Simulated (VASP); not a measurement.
A run of VASP 6.6.1 is set up as follows.

Contents of INCAR:

```
SYSTEM = Ni
PREC = Accurate
ENCUT = 520
EDIFF = 1E-6
ISMEAR = 0
SIGMA = 0.1
LREAL = .FALSE.
LASPH = .TRUE.
NELM = 150
ALGO = Normal
ISIF = 2
LWAVE = .FALSE.
LCHARG = .FALSE.
ISPIN = 2
MAGMOM = 2 2
LORBIT = 11
LMAXMIX = 4
GGA = PE
NBANDS = 21
```

KPOINTS

```
regular mesh
0
G
  11 11 11
  0 0 0
```

Contents of POSCAR:

```
Ni
1.0
    3.5422000000      1.7711000000      1.7711000000
    1.7711000000      3.5422000000      1.7711000000
    1.7711000000      1.7711000000      3.5422000000
Ni
2
Direct
    0.0000000000      0.0000000000      0.0000000000
    0.5000000000      0.5000000000      0.5000000000
```

Potentials or basis: VASP PAW PBE potentials, release 64 (Ni).

The run is started by

```bash
$ cat potpaw_PBE.64/Ni/POTCAR > POTCAR
$ mpirun -np 1 vasp_std > vasp.out
```

Question: Estimate the site moments.

Answer: Ni +0.63 μB.

Question: Predict the net moment.

Answer: 1.22 μB per cell.

Stress tensor (GPa, compression positive):
```
-4.06  0.10  0.10
 0.10 -4.06  0.10
 0.10  0.10 -4.06
```

Caveat: the cell stands under tension.
